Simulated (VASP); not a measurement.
Cl, 4 atoms in the cell. The structure is orthorhombic, space group Cmce (No. 64). Conventional cell: a = 6.248 Å, b = 4.470 Å, c = 8.155 Å, α = 90.00°, β = 90.00°, γ = 90.00°. Cl (site symmetry m) has 1 Cl at 2.00 Å within 2.7 Å. 

```yaml
Program: VASP 6.6.1
Task: single point
Functional: LDA
Potentials_or_basis: VASP PAW LDA potentials, release 64 (Cl)
Cutoff: 520 eV
k_mesh: 7 × 7 × 4
Occupations: fermi-dirac, width 0.05 eV
Spin: no spin polarisation
Dipole_correction: no
Further_INCAR_settings: ALGO = Normal; EDIFF = 1e-06; NBANDS = 22
```

Potentials or basis: VASP PAW LDA potentials, release 64 (Cl).

Launch:

```sh
$ cat potpaw_LDA.64/Cl/POTCAR > POTCAR
$ mpirun -np 1 vasp_std > vasp.out
```

Hardware: 1 thread of Intel Xeon 8259CL (shared host).

Task: How long does it take, and how much memory?

Result: Run time: 2.8 min on 1 thread of Intel Xeon 8259CL (shared host), peak memory 0.23 GiB. Counts: scf iterations 12, k points 48.
